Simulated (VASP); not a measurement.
Wanted: the native input for a VASP 6.6.1 run.

```yaml
Task: single point
Functional: PBEsol
Potentials_or_basis: VASP PAW PBE potentials, release 64 (Li_sv)
Cutoff: 520 eV
k_mesh: 15 × 15 × 8
Occupations: fermi-dirac, width 0.08 eV
Spin: no spin polarisation
Dipole_correction: no
Further_INCAR_settings: ALGO = Normal; EDIFF = 1e-06; NBANDS = 10
```

The structure of Li lies in POSCAR:

```
Li
1.0
    3.0480347320      0.0000000000      0.0000000000
   -1.5240173660      2.6396755095      0.0000000000
    0.0000000000      0.0000000000      4.9899164750
Li
2
Direct
    0.3333333333      0.6666666667      0.2500000000
    0.6666666667      0.3333333333      0.7500000000
```

This isn't the form of Li at room conditions, which is bcc.

These files were run (other wordings do the same):

INCAR

```
  ALGO = Normal
  EDIFF = 1E-6
  ENCUT = 520
  GGA = PS
  ISIF = 2
  ISMEAR = -1
  LASPH = True
  LCHARG = False
  LREAL = False
  LWAVE = False
  NBANDS = 10
  NELM = 100
  PREC = Accurate
  SIGMA = 0.08
```

KPOINTS

```
k-points
0
Gamma
  15 15 8
```

Potentials or basis: VASP PAW PBE potentials, release 64 (Li_sv).

Launch:

```console
$ cat potpaw_PBE.64/Li_sv/POTCAR > POTCAR
$ mpirun -np 1 vasp_std > vasp.out
```

Results of the run:

The band gap on the k mesh is zero (bands 3 and 4 overlap by 4.63 eV).

Wall time 15 s on 1 thread of Intel(R) Xeon(R) Platinum 8559C (Emerald Rapids), on a shared host, peak memory 0.17 GiB.
